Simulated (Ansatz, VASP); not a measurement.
# La in VASP and in Ansatz

Contents of INCAR:

```
PREC = Accurate
ENCUT = 600
EDIFF = 1E-6
ISMEAR = -1
SIGMA = 0.1
LREAL = False
LASPH = True
NELM = 80
ALGO = Normal
ISIF = 3
LWAVE = False
LCHARG = False
GGA = B5
ALDAX = 1.0
AGGAX = 1.0
AGGAC = 1.0
ALDAC = 0.0
IBRION = 2
NSW = 80
EDIFFG = -0.01
```

File KPOINTS:

```
Automatic mesh
0
Gamma
  10 10 5
```

The input POSCAR:

```
La
1.0
    3.7542362609      0.0000000000      0.0000000000
   -1.8771181304      3.2512639737      0.0000000000
    0.0000000000      0.0000000000      6.1306678140
La
2
Direct
    0.3333333333      0.6666666667      0.2500000000
    0.6666666667      0.3333333333      0.7500000000
```

Input for Ansatz:

```yaml
crystal:
  lattice:
    - [3.7542362609, 0.0, 0.0]
    - [-1.8771181304, 3.2512639737, 0.0]
    - [0.0, 0.0, 6.130667814]
  atoms:
    - { symbol: La, position: [0.3333333333, 0.6666666667, 0.25] }
    - { symbol: La, position: [0.6666666667, 0.3333333333, 0.75] }
hamiltonian:
  xc: blyp
  pseudopotentials:
    kind: paw
    azcp:
      La: "pseudopotentials/La.paw.azcp"
basis:
  ecutwfc: 420
  fft_grid_basis: typed
kpoints:
  mp_grid: { grid: [10, 10, 5], shift: [0, 0, 0] }
magnetization:
  spin_polarized: false
scf:
  occupations: { method: fermi_dirac, width: 0.1 }
relax:
  max_steps: 60
  f_tol: 0.01
  cell: {}
```

Alike in both runs: task relaxation of cell and atoms; functional BLYP; k mesh 10 × 10 × 5; occupations fermi-dirac, width 0.1 eV; no spin polarisation.

```csv
,VASP,Ansatz
version,VASP 6.6.1,Ansatz 0.2.0
potentials or method,"VASP PAW PBE potentials, release 64 (La), cutoff 600 eV","plane waves (420 eV) with PAW, scalar-relativistic"
valence electrons in the cell,22,22
```

|  | VASP | Ansatz | Ansatz less VASP |
| --- | --- | --- | --- |
| relaxed volume (Å³/atom) | 40.60 | 40.62 | +0.016 |
| relaxed cell length with the largest relative difference (Å) | 6.233 | 6.240 | +0.0068 |

VASP's potentials were made for PBE, not for BLYP.

Spin-orbit coupling is off throughout.
